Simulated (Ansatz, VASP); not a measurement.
Hf in VASP and in Ansatz

```
CELL_PARAMETERS angstrom
3.11801 0.00000 0.00000
-1.55901 2.70028 0.00000
0.00000 0.00000 25.89320
ATOMIC_POSITIONS crystal
Hf 0.00000 0.00000 0.31298
Hf 0.33333 0.66667 0.40252
Hf 0.00000 0.00000 0.50000
Hf 0.33333 0.66667 0.59748
Hf 0.00000 0.00000 0.68702
```

Alike in both runs: functional LDA; k mesh 12 × 12 × 1; occupations fermi-dirac, width 0.08 eV; no spin polarisation.

Ansatz relaxed the structure, and its values are those at the end. VASP's run is a single point on that final structure, the one shown.

```csv
,VASP,Ansatz
version,VASP 6.6.1,Ansatz 0.2.0
potentials or method,"VASP PAW LDA potentials, release 64 (Hf_pv), cutoff 520 eV","all-electron LAPW, scalar-relativistic"
```

|  | VASP | Ansatz | Ansatz less VASP |
| --- | --- | --- | --- |
| rms of the force components (eV/Å) | 0.009 | 0.003 | -0.0058 |

LDA's correlation is that of Perdew and Zunger in VASP and of Perdew and Wang (1992) in Ansatz. Ansatz ran all-electron here, and VASP with PAW potentials.

Neither program's run includes spin-orbit coupling.
